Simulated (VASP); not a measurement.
# AlN (wurtzite) (P6_3mc) in VASP: further runs

Runs on AlN (wurtzite). Level: r2SCAN. Tasks: single point, relaxation of cell and atoms, relaxation of the atoms.

Program: VASP 6.6.1. These are calculated values, not measurements. Logs are shortened: lines on timing, memory, paths and dates and some standing lists are left out, and cuts for length are marked.

### Step 1. The cell of the first run

The structure is hexagonal, space group P6_3mc (No. 186). The conventional cell has a = 3.122 Å, b = 3.122 Å, c = 4.978 Å, α = 90.00°, β = 90.00°, γ = 120.00°. Within 2.5 Å of Al (site symmetry 3m) lie 4 N at 1.90 Å. N (site symmetry 3m) has 4 Al at 1.90 Å within 2.5 Å.

### Step 2. Single point, r2SCAN

POSCAR

```
AlN
1.0
    3.1222351271      0.0000000000      0.0000000000
   -1.5611175635      2.7039349366      0.0000000000
    0.0000000000      0.0000000000      4.9783374663
Al N
2 2
Direct
    0.3333333333      0.6666666667     -0.0002113273
    0.6666666667      0.3333333333      0.4997886727
    0.3333333333      0.6666666667      0.3822113273
    0.6666666667      0.3333333333      0.8822113273
```

INCAR.step1

```
SYSTEM = AlN
PREC = Accurate
ENCUT = 520
ISMEAR = 0
SIGMA = 0.01
LREAL = .False.
LASPH = .True.
NELM = 60
NBANDS = 16
GGA = PE
ALGO = Normal
EDIFF = 1E-4
LWAVE = .True.
LCHARG = .False.
```

INCAR.step2

```
SYSTEM = AlN
PREC = Accurate
ENCUT = 520
EDIFF = 1E-6
ISMEAR = 0
SIGMA = 0.01
LREAL = .False.
LASPH = .True.
NELM = 60
ALGO = Normal
ISIF = 2
LWAVE = .False.
LCHARG = .False.
METAGGA = R2SCAN
LMIXTAU = .True.
NBANDS = 16
ISTART = 1
```

KPOINTS

```
regular mesh
0
Gamma
  8 8 5
  0 0 0
```

Potentials or basis: VASP PAW PBE potentials, release 64 (Al, N).

Command:

```sh
> cat potpaw_PBE.64/Al/POTCAR potpaw_PBE.64/N/POTCAR > POTCAR
> cp INCAR.step1 INCAR
> mpirun -np 1 vasp_std > vasp.out
> cp INCAR.step2 INCAR
> mpirun -np 1 vasp_std > vasp.out
```

OUTCAR:

```text
SYSTEM = AlN
   PREC = Accurate
   ENCUT = 520
   EDIFF = 1E-6
   ISMEAR = 0
   LREAL = .False.
   LASPH = .True.
   NELM = 60
   ISIF = 2
   METAGGA = R2SCAN
   ISTART = 1

 ion  position               nearest neighbor table
   1  0.333  0.667  1.000-   4 1.90   4 1.90   4 1.90   3 1.90   2 3.07   2 3.07   2 3.07   2 3.07
                             2 3.07   2 3.07
   2  0.667  0.333  0.500-   3 1.90   3 1.90   3 1.90   4 1.90   1 3.07   1 3.07   1 3.07   1 3.07
                             1 3.07   1 3.07
   3  0.333  0.667  0.382-   2 1.90   2 1.90   2 1.90   1 1.90
   4  0.667  0.333  0.882-   1 1.90   1 1.90   1 1.90   2 1.90

  LATTYP: Found a hexagonal cell.
 ALAT       =     3.1222351271
 C/A-ratio  =     1.5944787191

  Lattice vectors:

 A1 = (   3.1222351271,   0.0000000000,   0.0000000000)
 A2 = (  -1.5611175635,   2.7039349366,   0.0000000000)
 A3 = (   0.0000000000,   0.0000000000,   4.9783374663)

Analysis of symmetry for initial positions (statically):
=====================================================================
 Subroutine PRICEL returns:
 Original cell was already a primitive cell.

 Routine SETGRP: Setting up the symmetry group for a
 hexagonal supercell.

 Subroutine GETGRP returns: Found 12 space group operations
 (whereof  6 operations were pure point group operations)
 out of a pool of 24 trial point group operations.

The static configuration has the point symmetry C_3v.
 The point group associated with its full space group is C_6v.

Analysis of symmetry for dynamics (positions and initial velocities):
=====================================================================
 Subroutine PRICEL returns:
 Original cell was already a primitive cell.

 Routine SETGRP: Setting up the symmetry group for a
 hexagonal supercell.

 Subroutine GETGRP returns: Found 12 space group operations
 (whereof  6 operations were pure point group operations)
 out of a pool of 24 trial point group operations.

The dynamic configuration has the point symmetry C_3v.
 The point group associated with its full space group is C_6v.

 Subroutine INISYM returns: Found 12 space group operations
 (whereof  6 operations are pure point group operations),
 and found     1 'primitive' translations

----------------------------------------------------------------------------------------

                                     Primitive cell

  volume of cell :      42.0287

  direct lattice vectors                    reciprocal lattice vectors
     3.122235127  0.000000000  0.000000000     0.320283374  0.184915692  0.000000000
    -1.561117564  2.703934937  0.000000000     0.000000000  0.369831384  0.000000000
     0.000000000  0.000000000  4.978337466     0.000000000  0.000000000  0.200870272

  length of vectors
     3.122235127  3.122235127  4.978337466     0.369831384  0.369831384  0.200870272

  position of ions in fractional coordinates (direct lattice)
     0.333333333  0.666666667  0.999788673
     0.666666667  0.333333333  0.499788673
     0.333333333  0.666666667  0.382211327
     0.666666667  0.333333333  0.882211327

  ion indices of the primitive-cell ions
   primitive index   ion index
                 1           1
                 2           2
                 3           3
                 4           4

----------------------------------------------------------------------------------------

 KPOINTS: regular mesh

Automatic generation of k-mesh.
 Grid dimensions read from file:
 generate k-points for:    8    8    5

 Generating k-lattice:

  Cartesian coordinates                     Fractional coordinates (reciprocal lattice)
     0.040035422  0.023114462  0.000000000     0.125000000  0.000000000  0.000000000
     0.000000000  0.046228923  0.000000000     0.000000000  0.125000000  0.000000000
     0.000000000  0.000000000  0.040174054     0.000000000  0.000000000  0.200000000

  Length of vectors
     0.046228923  0.046228923  0.040174054

  Shift w.r.t. Gamma in fractional coordinates (k-lattice)
     0.000000000  0.000000000  0.000000000

 Subroutine IBZKPT returns following result:
 ===========================================

 Found     30 irreducible k-points:

 Following reciprocal coordinates:
            Coordinates               Weight
  0.000000  0.000000  0.000000      1.000000
  0.125000  0.000000  0.000000      6.000000
  0.250000  0.000000  0.000000      6.000000
  0.375000  0.000000  0.000000      6.000000
  0.500000  0.000000  0.000000      3.000000
  0.125000  0.125000  0.000000      6.000000
[... 16 lines left out ...]
  0.250000  0.000000  0.400000     12.000000
  0.375000  0.000000  0.400000     12.000000
 [... further k-points ...]
   k-points           NKPTS =     30   k-points in BZ     NKDIM =     30   number of bands    NBANDS=     16
   number of dos      NEDOS =    301   number of ions     NIONS =      4
   total plane-waves  NPLWV =  23040
   dimension x,y,z NGX =    24 NGY =   24 NGZ =   40
   dimension x,y,z NGXF=    48 NGYF=   48 NGZF=   80
   ions per type =               2   2
   NGX,Y,Z   is equivalent  to a cutoff of  12.78, 12.78, 13.36 a.u.
   NGXF,Y,Z  is equivalent  to a cutoff of  25.56, 25.56, 26.72 a.u.
 SYSTEM =  AlN
   PREC   = accura    normal or accurate (medium, high low for compatibility)
   ISTART =      1    job   : 0-new  1-cont  2-samecut
   ICHARG =      0    charge: 1-file 2-atom 10-const
   ISPIN  =      1    spin polarized calculation?
   LNONCOLLINEAR =      F non collinear calculations
   LSORBIT =      F    spin-orbit coupling
   LASPH  =      T    aspherical Exc in radial PAW
   ENCUT  =  520.0 eV  38.22 Ry    6.18 a.u.   5.81  5.81  9.26*2*pi/ulx,y,z
   NELM   =     60;   NELMIN=  2; NELMDL=  0     # of ELM steps
   EDIFF  = 0.1E-05   stopping-criterion for ELM
   LREAL  =      F    real-space projection
   EDIFFG = 0.1E-04   stopping-criterion for IOM
   NSW    =      0    number of steps for IOM
   IBRION =     -1    ionic relax: 0-MD 1-quasi-New 2-CG
   NFREE  =      0    steps in history (QN), initial steepest desc. (CG)
   ISIF   =      2    stress and relaxation
   ISYM   =      2    0-nonsym 1-usesym 2-fastsym
   POTIM  = 0.5000    time-step for ionic-motion
   TEBEG  =    0.0;   TEEND  =   0.0 temperature during run
   PSTRESS=    0.0 pullay stress
   NELECT =      16.0000    total number of electrons
   NUPDOWN=      -1.0000    fix difference up-down
   EMIN   =  10.00;   EMAX   =-10.00  energy-range for DOS
   EFERMI =   0.00;   METHOD = LEGACY
   ISMEAR =     0;   SIGMA  =   0.01  broadening in eV -4-tet -1-fermi 0-gaus
   EFERMI_NEDOS =   21; number of points for ismear=-14 and -15
   IALGO  =     38    algorithm
   IMIX   =      4    mixing-type and parameters
     AMIX     =   0.40;   BMIX     =  1.00
     AMIX_MAG =   1.60;   BMIX_MAG =  1.00
  volume/ion in A,a.u.               =      10.51        70.91
  Fermi-wavevector in a.u.,A,eV,Ry     =   1.186496  2.242151 19.153895  1.407772
  Thomas-Fermi vector in A             =   2.322667
   LORBIT       =      0    0 simple, 1 ext, 2 COOP (PROOUT), +10 PAW based schemes
   METAGGA = R2SCAN    functional components
   LHFCALC =     F    Hartree Fock is set to
   AEXX    =    0.0000 exact exchange contribution
   IVDW    =     0    specifies the selected vdW correction
   LEPSILON=     F    determine dielectric tensor
   LRPA    =     F    only Hartree local field effects (RPA)
 non-spin polarized calculation
 Gauss-broadening in eV      SIGMA  =   0.01
  energy-cutoff  :      520.00
  volume of cell :       42.03
 maximum number of plane-waves:      1158
 NGX is ok and might be reduce to    24
   NGX = 11   NGY = 11   NGZ = 19

 number of electron      15.9999998 magnetization

 Free energy of the ion-electron system (eV)
  ---------------------------------------------------
  ext. energy  EPLUGINS =         0.00000000
  ---------------------------------------------------
  free energy    TOTEN  =       -38.45227355 eV

  energy without entropy =      -38.45227355  energy(sigma->0) =      -38.45227355

 E-fermi :   5.9924     XC(G=0): -11.3717

 val. band max:        5.8541324710   @ k =   0.0000   0.0000   0.0000
 cond. band min:      10.6568615188   @ k =   0.0000   0.0000   0.0000
 fundamental gap:      4.8027290478
 Fermi energy:         5.9923551933

 k-point     1 :       0.0000    0.0000    0.0000
  band No.  band energies     occupation
      1     -10.0970      2.00000
      2      -7.9846      2.00000
      3      -0.1823      2.00000
      4       4.9184      2.00000
      5       4.9184      2.00000
      6       5.5916      2.00000
[... 8 lines left out ...]
     15      19.8176      0.00000
     16      19.9167      0.00000

 k-point     2 :       0.1250    0.0000    0.0000
  band No.  band energies     occupation
      1      -9.9014      2.00000
      2      -7.8787      2.00000
      3       0.0557      2.00000
      4       4.0621      2.00000
      5       4.6737      2.00000
      6       4.7823      2.00000
[... 8 lines left out ...]
     15      19.5327      0.00000
     16      19.7263      0.00000

 k-point     3 :       0.2500    0.0000    0.0000
  band No.  band energies     occupation
      1      -9.3585      2.00000
      2      -7.6319      2.00000
      3       0.7381      2.00000
      4       2.3443      2.00000
      5       3.3475      2.00000
      6       4.2036      2.00000
[... 8 lines left out ...]
     15      18.8947      0.00000
     16      19.9673      0.00000
[... 362 lines left out ...]
 k-point    23 :       0.2500    0.0000    0.4000
  band No.  band energies     occupation
      1      -8.8494      2.00000
      2      -8.3273      2.00000
      3       1.4344      2.00000
      4       2.1200      2.00000
      5       3.7267      2.00000
      6       4.5713      2.00000
[... 8 lines left out ...]
     15      19.1941      0.00000
     16      19.7876      0.00000

 k-point    24 :       0.3750    0.0000    0.4000
  band No.  band energies     occupation
      1      -8.2501      2.00000
      2      -7.8864      2.00000
      3       0.5435      2.00000
      4       0.9428      2.00000
      5       3.8014      2.00000
      6       4.2363      2.00000
[... 8 lines left out ...]
     15      19.2950      0.00000
     16      20.5809      0.00000

 [... further k-points ...]

------------------------ aborting loop because EDIFF is reached ----------------------------------------

  FORCE on cell =-STRESS in cart. coord.  units (eV):
  Direction    XX          YY          ZZ          XY          YZ          ZX
  --------------------------------------------------------------------------------------
  -------------------------------------------------------------------------------------
  Total       -0.8064216     -0.8064216     -0.3617129     -0.0000000     -0.0000000      0.0000000
  in kB      -30.7416073    -30.7416073    -13.7888622     -0.0000000     -0.0000000      0.0000000
  external PRESSURE =     -25.0906923 kB  Pullay stress =       0.0000000 kB

 VOLUME and BASIS-vectors are now :
 -----------------------------------------------------------------------------
  energy-cutoff  :      520.00
  volume of cell :       42.03
      direct lattice vectors                 reciprocal lattice vectors
     3.122235127  0.000000000  0.000000000     0.320283374  0.184915692  0.000000000
    -1.561117564  2.703934937  0.000000000     0.000000000  0.369831384  0.000000000
     0.000000000  0.000000000  4.978337466     0.000000000  0.000000000  0.200870272

 POSITION                                       TOTAL-FORCE (eV/Angst)
 -----------------------------------------------------------------------------------
     -0.00000      1.80262      4.97729         0.000000      0.000000     -0.002180
      1.56112      0.90131      2.48812        -0.000000      0.000000     -0.002180
     -0.00000      1.80262      1.90278         0.000000      0.000000      0.002180
      1.56112      0.90131      4.39195         0.000000      0.000000      0.002180
 -----------------------------------------------------------------------------------
    total drift:                               -0.000000      0.000000     -0.019155

  FREE ENERGIE OF THE ION-ELECTRON SYSTEM (eV)
  ---------------------------------------------------
  free  energy   TOTEN  =       -38.4522735544 eV

  energy  without entropy=      -38.4522735544  energy(sigma->0) =      -38.45227355
```

Run time: 24 s. Hardware: 1 thread of Intel Xeon 6975P-C (Granite Rapids), shared host; peak memory 0.16 GiB.

Results:

- Free energy: -38.4523 eV
- Pressure: -2.5 GPa
- Band gap on the k mesh: 4.80 eV, direct

Forces in eV/Å, atoms in the order of the input:
```
Al   0.000  0.000 -0.002
Al   0.000  0.000 -0.002
N    0.000  0.000  0.002
N    0.000  0.000  0.002
```

Caveat: the PAW data sets were made with another functional, which shifts forces and pressure a little. r2SCAN opens gaps a little over a GGA but as a rule still falls short of measured ones.

### Step 3. Relaxation of cell and atoms, r2SCAN

This run uses another cell than the first one, of 10.43 Å³/atom, 0.993 times its volume.

POSCAR

```
AlN
1.0
    3.1100000000      0.0000000000      0.0000000000
   -1.5550000000      2.6933390058      0.0000000000
    0.0000000000      0.0000000000      4.9800000000
Al N
2 2
Direct
    0.3333333333      0.6666666667      0.0000000000
    0.6666666667      0.3333333333      0.5000000000
    0.3333333333      0.6666666667      0.3820000000
    0.6666666667      0.3333333333      0.8820000000
```

INCAR.step1: that of step 2 with these lines changed.

```diff
@@ -2,3 +2,3 @@
 PREC = Accurate
-ENCUT = 520
+ENCUT = 600
 ISMEAR = 0
@@ -8,3 +8,2 @@
 NELM = 60
-NBANDS = 16
 GGA = PE
```

INCAR.step2

```
SYSTEM = AlN
PREC = Accurate
ENCUT = 600
EDIFF = 1E-7
ISMEAR = 0
SIGMA = 0.01
LREAL = .False.
LASPH = .True.
NELM = 60
ALGO = Normal
ISIF = 3
LWAVE = .False.
LCHARG = .False.
METAGGA = R2SCAN
LMIXTAU = .True.
IBRION = 2
NSW = 80
EDIFFG = -0.01
ISTART = 1
```

KPOINTS is that of step 2.

Potentials or basis: VASP PAW PBE potentials, release 64 (Al, N).

Command:

```sh
> cat potpaw_PBE.64/Al/POTCAR potpaw_PBE.64/N/POTCAR > POTCAR
> cp INCAR.step1 INCAR
> mpirun -np 1 vasp_std > vasp.out
> cp INCAR.step2 INCAR
> mpirun -np 1 vasp_std > vasp.out
```

OUTCAR:

```text
SYSTEM = AlN
   PREC = Accurate
   ENCUT = 600
   EDIFF = 1E-7
   ISMEAR = 0
   LREAL = .False.
   LASPH = .True.
   NELM = 60
   ISIF = 3
   METAGGA = R2SCAN
   IBRION = 2
   NSW = 80
   EDIFFG = -0.01
   ISTART = 1

 ion  position               nearest neighbor table
   1  0.333  0.667  0.000-   4 1.89   4 1.89   4 1.89   3 1.90   2 3.07   2 3.07   2 3.07   2 3.07
                             2 3.07   2 3.07
   2  0.667  0.333  0.500-   3 1.89   3 1.89   3 1.89   4 1.90   1 3.07   1 3.07   1 3.07   1 3.07
                             1 3.07   1 3.07
   3  0.333  0.667  0.382-   2 1.89   2 1.89   2 1.89   1 1.90
   4  0.667  0.333  0.882-   1 1.89   1 1.89   1 1.89   2 1.90

  LATTYP: Found a hexagonal cell.
 ALAT       =     3.1100000000
 C/A-ratio  =     1.6012861736

  Lattice vectors:

 A1 = (   3.1100000000,   0.0000000000,   0.0000000000)
[... 274 lines left out ...]
 cond. band min:      10.8640510951   @ k =   0.0000   0.0000   0.0000
 fundamental gap:      4.9271757404
 Fermi energy:         6.0293823147

 k-point     1 :       0.0000    0.0000    0.0000
  band No.  band energies     occupation
      1     -10.0584      2.00000
      2      -7.9299      2.00000
      3      -0.1417      2.00000
      4       5.0416      2.00000
      5       5.0416      2.00000
      6       5.7042      2.00000
      7       5.7042      2.00000
      8       5.9369      2.00000
      9      10.8641      0.00000
     10      13.4781      0.00000
     11      17.5624      0.00000
     12      17.9793      0.00000
[... 331 lines left out ...]
 k-point    24 :       0.3750   -0.0000    0.4000
  band No.  band energies     occupation
      1      -8.1807      2.00000
      2      -7.8136      2.00000
      3       0.6173      2.00000
      4       1.0188      2.00000
      5       3.8748      2.00000
      6       4.3473      2.00000
      7       4.7653      2.00000
      8       4.8074      2.00000
      9      12.0264      0.00000
     10      12.6674      0.00000
     11      15.9808      0.00000
     12      16.7185      0.00000

 [... further k-points ...]
[... 5 lines left out ...]
  --------------------------------------------------------------------------------------
  -------------------------------------------------------------------------------------
  Total       -0.0184643     -0.0184643      0.0032803      0.0000000      0.0000000      0.0000000
  in kB       -0.7118652     -0.7118652      0.1264680      0.0000000      0.0000000      0.0000000
  external PRESSURE =      -0.4324208 kB  Pullay stress =       0.0000000 kB
[... 19 lines left out ...]
  FREE ENERGIE OF THE ION-ELECTRON SYSTEM (eV)
  ---------------------------------------------------
  free  energy   TOTEN  =       -38.4557250141 eV

  energy  without entropy=      -38.4557250141  energy(sigma->0) =      -38.45572501

 reached required accuracy - stopping structural energy minimisation
```

OUTCAR.step1:

```text
SYSTEM = AlN
   PREC = Accurate
   ENCUT = 600
   ISMEAR = 0
   LREAL = .False.
   LASPH = .True.
   NELM = 60
[... 593 lines left out ...]
      1.55500      0.89778      2.49000        -0.000000      0.000000      0.008557
     -0.00000      1.79556      1.90236        -0.000000      0.000000     -0.008557
      1.55500      0.89778      4.39236         0.000000     -0.000000     -0.008557
 -----------------------------------------------------------------------------------
    total drift:                               -0.000000      0.000000      0.001080

  FREE ENERGIE OF THE ION-ELECTRON SYSTEM (eV)
  ---------------------------------------------------
  free  energy   TOTEN  =       -29.7734609062 eV

  energy  without entropy=      -29.7734609062  energy(sigma->0) =      -29.77346091
```

It took 97 s on 1 thread of Intel Xeon 6975P-C (Granite Rapids), shared host; peak memory 0.18 GiB.

What came out:

* Free energy: -38.4557 eV
* Relaxed volume: 10.39 Å³/atom
* Relaxed cell: a = 3.106 Å, b = 3.106 Å, c = 4.974 Å, α = 90.00°, β = 90.00°, γ = 120.00°
* Space group after relaxing (to 0.05 Å): P6_3mc (No. 186)
* Energy gained by relaxing: 0.1 meV/atom
* Ionic steps: 3
* Pressure after relaxing: 0.0 GPa
* Largest force after relaxing: 0.007 eV/Å
* Band gap on the k mesh: 4.93 eV, direct

Forces on the atoms (eV/Å):
```
Al   0.000  0.000  0.007
Al   0.000  0.000  0.007
N    0.000  0.000 -0.007
N    0.000  0.000 -0.007
```

The path:
| step | energy change (eV) | largest force (eV/Å) | pressure (GPa) | volume (Å³) |
| --- | --- | --- | --- | --- |
| 1 | 0.0000 | 0.0162 | -0.84 | 41.71 |
| 2 | 0.0001 | 0.0037 | 0.85 | 41.38 |
| 3 | -0.0004 | 0.0067 | -0.04 | 41.56 |

Final structure:
```yaml
crystal:
  lattice:
    - [3.10593, 0.00000, 0.00000]
    - [-1.55296, 2.68981, 0.00000]
    - [0.00000, 0.00000, 4.97431]
  atoms:
    - { symbol: Al, position: [0.33333, 0.66667, 0.00007] }
    - { symbol: Al, position: [0.66667, 0.33333, 0.50007] }
    - { symbol: N, position: [0.33333, 0.66667, 0.38193] }
    - { symbol: N, position: [0.66667, 0.33333, 0.88193] }
```

Caveat: the PAW data sets were made with another functional, which shifts forces and pressure a little. r2SCAN opens gaps a little over a GGA but as a rule still falls short of measured ones.

(Part 1 of 2 ends here.)
